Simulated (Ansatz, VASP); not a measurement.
**CO2: VASP beside Ansatz**

```
CELL_PARAMETERS angstrom
-1.98183 1.98183 2.99058
1.98183 -1.98183 2.99058
1.98183 1.98183 -2.99058
ATOMIC_POSITIONS crystal
C 0.00000 0.00000 0.00000
C 0.75000 0.25000 0.50000
O 0.37500 0.28960 0.41460
O 0.03960 0.62500 0.91460
O 0.71040 0.12500 0.08540
O 0.87500 0.96040 0.58540
```

Alike in both runs: functional PBE; k mesh 6 × 6 × 6; occupations gaussian, width 0.1 eV; no spin polarisation.

Ansatz relaxed the structure, and its values are those at the end. VASP's run is a single point on that final structure, the one shown.

```csv
,VASP,Ansatz
version,VASP 6.6.1,Ansatz 0.2.0
potentials or method,"VASP PAW PBE potentials, release 64 (C, O), cutoff 520 eV","scalar-relativistic, plane waves, PAW"
valence electrons in the cell,32,32
```

|  | VASP | Ansatz | Ansatz less VASP |
| --- | --- | --- | --- |
| gap on the k mesh at the Fermi level (eV) | 7.64 | 7.71 | +0.065 |
| least direct gap on the mesh (eV) | 8.08 | 8.12 | +0.045 |
| pressure (GPa) | 1.4 | 0.0 | -1.40 |
| rms of the force components (eV/Å) | 0.029 | 0.007 | -0.0225 |
